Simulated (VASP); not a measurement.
HfSiO4, 12 atoms in the cell. Symmetry: I4_1/amd, No. 141, tetragonal system. The conventional cell has a = 6.646 Å, b = 6.646 Å, c = 6.014 Å, α = 90.00°, β = 90.00°, γ = 90.00°. Within 2.8 Å of Hf (site symmetry -4m2) lie 8 O at 2.14 to 2.28 Å. Si (site symmetry -4m2) has 4 O at 1.64 Å within 2.2 Å. O (site symmetry m) has 1 Si at 1.64 Å and 2 Hf at 2.14 to 2.28 Å within 2.3 Å. 

* Program: VASP 6.6.1
* Task: single point
* Functional: PBE
* Potentials or basis: VASP PAW PBE potentials, release 64 (Hf_pv, Si, O)
* Cutoff: 520 eV
* k mesh: 4 × 4 × 4
* Occupations: gaussian, width 0.01 eV
* Spin: no spin polarisation
* Dipole correction: no
* Further INCAR settings: ALGO = Normal; EDIFF = 1e-07; NBANDS = 50

Potentials or basis: VASP PAW PBE potentials, release 64 (Hf_pv, Si, O).

Command:

```console
$ cat potpaw_PBE.64/Hf_pv/POTCAR potpaw_PBE.64/Si/POTCAR potpaw_PBE.64/O/POTCAR > POTCAR
$ mpirun -np 1 vasp_std > vasp.out
```

Hardware: 1 thread of AMD EPYC 7R43 64-Core Processor (Zen 3), with other jobs on the host.

How long does it take, and how much memory?

Run time: 3.2 min on 1 thread of AMD EPYC 7R43 64-Core Processor (Zen 3) (shared host), peak memory 0.25 GiB. Counts: scf iterations 16, k points 13.
